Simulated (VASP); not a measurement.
Input of a VASP 6.6.1 run:

INCAR

```
SYSTEM = BeCl
PREC     = Accurate       ! precision mode
ENCUT    = 520            ! plane-wave cutoff, eV
EDIFF    = 1E-6           ! SCF threshold, eV
ISMEAR   = 0              ! smearing method
SIGMA    = 0.1            ! smearing width, eV
LREAL    = .False.        ! projectors in reciprocal space
LASPH    = .True.         ! aspherical terms in the spheres
NELM     = 100            ! most SCF steps
ALGO     = Normal         ! electronic algorithm
ISIF     = 2              ! what is computed and relaxed
LWAVE    = .False.        ! write WAVECAR
LCHARG   = .False.        ! write CHGCAR
GGA      = PE             ! functional
NBANDS   = 12             ! bands
```

Contents of KPOINTS:

```
Automatic mesh
0
Gamma
  18 18 18
  0 0 0
```

File POSCAR:

```
BeCl
1.0
    3.0388389105      0.0000000000      0.0000000000
    0.0000000000      3.0388389105      0.0000000000
    0.0000000000      0.0000000000      3.0388389105
Be Cl
1 1
Direct
    0.0000000000      0.0000000000      0.0000000000
    0.5000000000      0.5000000000      0.5000000000
```

Potentials or basis: VASP PAW PBE potentials, release 64 (Be, Cl).

Run with:

```console
$ cat potpaw_PBE.64/Be/POTCAR potpaw_PBE.64/Cl/POTCAR > POTCAR
$ mpirun -np 1 vasp_std > vasp.out
```

(1) Estimate the pressure.

Answers

(1) 0.1 GPa.

Caveat: an odd number of electrons without spin polarisation forces a metal; a magnetic or distorted state may lie lower.
